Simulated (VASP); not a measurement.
Set up this calculation in VASP 6.6.1, as the native input.

```
Task                   : relaxation of cell and atoms
Functional             : RPBE
Potentials or basis    : VASP PAW PBE potentials, release 64 (Be)
Cutoff                 : 650 eV
k mesh                 : 20 × 20 × 20
Occupations            : methfessel-paxton of order 2, width 0.05 eV
Spin                   : no spin polarisation
Tolerance level        : tight
Purpose                : cell
Passes                 : 3
Further INCAR settings : ALGO = Normal; EDIFF = 1e-07
```

Be:

```
CELL_PARAMETERS angstrom
-1.27770 1.27770 1.27770
1.27770 -1.27770 1.27770
1.27770 1.27770 -1.27770
ATOMIC_POSITIONS crystal
Be 0.00000 0.00000 0.00000
```

This isn't the form of Be at room conditions, which is hcp.

One way to write it, as run:

POSCAR

```
Be
1.0
   -1.2776981900      1.2776981900      1.2776981900
    1.2776981900     -1.2776981900      1.2776981900
    1.2776981900      1.2776981900     -1.2776981900
Be
1
Direct
    0.0000000000      0.0000000000      0.0000000000
```

INCAR.step1

```
SYSTEM = Be
GGA = RP ; ISMEAR = 2
SIGMA = 0.05 ; LWAVE = .FALSE.
LCHARG = .FALSE. ; NSW = 80
PREC = Accurate ; LASPH = .TRUE.
LREAL = .FALSE. ; ALGO = Normal
EDIFF = 1E-7 ; NELM = 120
GGA_COMPAT = .FALSE. ; IBRION = 2
ISIF = 3 ; EDIFFG = -0.002
NELMIN = 4 ; ENCUT = 650
POTIM = 0.5
```

INCAR.step4

```
SYSTEM = Be
GGA = RP ; ISMEAR = 2
SIGMA = 0.05 ; LWAVE = .FALSE.
LCHARG = .FALSE. ; PREC = Accurate
LASPH = .TRUE. ; LREAL = .FALSE.
ALGO = Normal ; EDIFF = 1E-7
NELM = 120 ; GGA_COMPAT = .FALSE.
ISIF = 2 ; ENCUT = 650
```

KPOINTS

```
Automatic mesh
0
Gamma
  20 20 20
  0 0 0
```

Potentials or basis: VASP PAW PBE potentials, release 64 (Be).

Command:

```bash
$ cat potpaw_PBE.64/Be/POTCAR > POTCAR
$ cp INCAR.step1 INCAR
$ cp POSCAR.step1 POSCAR
$ mpirun -np 1 vasp_std > vasp.out
$ cp CONTCAR POSCAR
$ mpirun -np 1 vasp_std > vasp.out
$ cp CONTCAR POSCAR
$ mpirun -np 1 vasp_std > vasp.out
$ cp CONTCAR POSCAR
$ cp INCAR.step4 INCAR
$ mpirun -np 1 vasp_std > vasp.out
```

It gave:

```yaml
Relaxed_volume: 8.02 Å³/atom
Relaxed_cell: a = 2.184 Å, b = 2.184 Å, c = 2.184 Å, α = 109.47°, β = 109.47°, γ = 109.47°
Space_group_after_relaxing_to_0.1_Å: Im-3m (No. 229)
Energy_gained_by_relaxing: 4.5 meV/atom
Ionic_steps: 5
Pressure_after_relaxing: 0.0 GPa
Band_gap_on_the_k_mesh: zero (bands 1 and 2 overlap by 5.23 eV)
```

Caveat: the PAW data sets were made with another functional, which shifts forces and pressure a little.

It took 24 s on 1 thread of Intel(R) Xeon(R) 6975P-C (Granite Rapids), with other jobs on the host, peak memory 0.13 GiB.
